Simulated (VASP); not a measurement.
Input of a VASP 6.6.1 run:

Contents of INCAR:

```
SYSTEM = RuC4
PREC = Accurate
ENCUT = 520
EDIFF = 1E-6
ISMEAR = 0
SIGMA = 0.1
LREAL = .False.
LASPH = .True.
NELM = 100
ALGO = Normal
ISIF = 2
LWAVE = .False.
LCHARG = .False.
GGA = PE
NBANDS = 23
```

File KPOINTS:

```
regular mesh
0
Gamma
  6 6 4
  0 0 0
```

POSCAR

```
RuC4
1.0
    2.7026469694      0.0000000000      0.0000000000
   -1.3513234847      2.3405609329      0.0000000000
    0.0000000000      0.0000000000      6.2035831079
Ru C
1 4
Direct
    0.0000000000      0.0000000000      0.0000000000
    0.3333333333      0.6666666667      0.7801892543
    0.3333333333      0.6666666667      0.5432640331
    0.6666666667      0.3333333333      0.2198107457
    0.6666666667      0.3333333333      0.4567359669
```

Potentials or basis: VASP PAW PBE potentials, release 64 (Ru_pv, C).

Command:

```console
$ cat potpaw_PBE.64/Ru_pv/POTCAR potpaw_PBE.64/C/POTCAR > POTCAR
$ mpirun -np 1 vasp_std > vasp.out
```

(1) Estimate the pressure.

(2) What does it give for the band gap on the k mesh?

(3) Estimate the largest force.

## Answers

(1) 0.2 GPa.

(2) zero (band 15 reaches 10.94 eV, above the bottom of band 16 at 10.13 eV).

(3) 0.066 eV/Å.

Caveat: the k points lie up to 0.45 Å⁻¹ apart.
